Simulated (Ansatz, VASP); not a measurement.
**Re in VASP and in Ansatz**

File INCAR:

```
PREC = Accurate ; ENCUT = 520
EDIFF = 1E-7 ; ISMEAR = 0
SIGMA = 0.15 ; LREAL = False
LASPH = True ; NELM = 100
ALGO = Normal ; ISIF = 2
LWAVE = False ; LCHARG = False
GGA = PS ; NBANDS = 10
```

Contents of KPOINTS:

```
regular mesh
0
Gamma
  22 22 22
```

Contents of POSCAR:

```
Re
1.0
    0.0000000000      2.2799709547      1.4819811206
    2.2799709547      0.0000000000      1.4819811206
    2.2799709547      2.2799709547      0.0000000000
Re
1
Direct
    0.0000000000      0.0000000000      0.0000000000
```

Input for Ansatz:

```yaml
crystal:
  lattice:
    - [0.0, 2.2799709547, 1.4819811206]
    - [2.2799709547, 0.0, 1.4819811206]
    - [2.2799709547, 2.2799709547, 0.0]
  atoms:
    - { symbol: Re, position: [0.0, 0.0, 0.0] }
basis:
  ecutwfc: 420
kpoints:
  mp_grid: { grid: [22, 22, 22] }
hamiltonian:
  xc: pbesol
scf:
  occupations: { method: gaussian, width: 0.15 }
output:
  forces: true
  stress: true
  eigenvalues: true
```

Alike in both runs: task single point; functional PBEsol; k mesh 22 × 22 × 22; occupations gaussian, width 0.15 eV; no spin polarisation.

|  | VASP | Ansatz |
| --- | --- | --- |
| version | VASP 6.6.1 | Ansatz 0.2.0 |
| potentials or method | VASP PAW PBE potentials, release 64 (Re), cutoff 520 eV | scalar-relativistic, plane waves, PAW |
| valence electrons in the cell | 7 | 15 |

Ansatz gave:

```
gap on the k mesh at the Fermi level (eV)                     : none
pressure (GPa)                                                : -15.9
traceless stress, the component that is largest in VASP (GPa) : -0.70
```

Question: What did VASP give for the same quantities?

Answer: gap on the k mesh at the Fermi level (eV): none; pressure (GPa): -16.3; traceless stress, the component that is largest in VASP (GPa): -0.93.

VASP's potentials were made for PBE, not for PBEsol. A gap of «none» marks a metal or a gap that the smearing closes. VASP's potentials hold 7 valence electrons a cell and Ansatz's 15, so a difference there can come from the potentials and not from the codes.

Spin-orbit coupling is off throughout.
